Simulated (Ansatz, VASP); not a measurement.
## Si in VASP and in Ansatz

```
Si
1.0
    -2.36560    2.38122    1.31559
     2.36553   -2.38133    1.31567
     2.36561    2.38135   -1.31579
Si
2
Cartesian
  2.3653 0.0000 0.6432
  0.0002 -0.0001 1.3302
```

Change from the starting cell: atom 1 moved 0.45 Å; relaxed back.

Alike in both runs: functional LDA; k mesh 14 × 14 × 14; occupations gaussian, width 0.15 eV; no spin polarisation.

Ansatz relaxed the structure, and its values are those at the end. VASP's run is a single point on that final structure, the one shown.

```csv
,VASP,Ansatz
version,VASP 6.6.1,Ansatz 0.2.0
potentials or method,"VASP PAW LDA potentials, release 64 (Si), cutoff 520 eV","scalar-relativistic, plane waves, PAW"
valence electrons in the cell,8,8
```

|  | VASP | Ansatz | Ansatz less VASP |
| --- | --- | --- | --- |
| gap on the k mesh at the Fermi level (eV) | none | none | - |
| pressure (GPa) | 0.0 | 0.0 | -0.08 |

LDA's correlation is that of Perdew and Zunger in VASP and of Perdew and Wang (1992) in Ansatz. A gap of «none» marks a metal or a gap that the smearing closes.
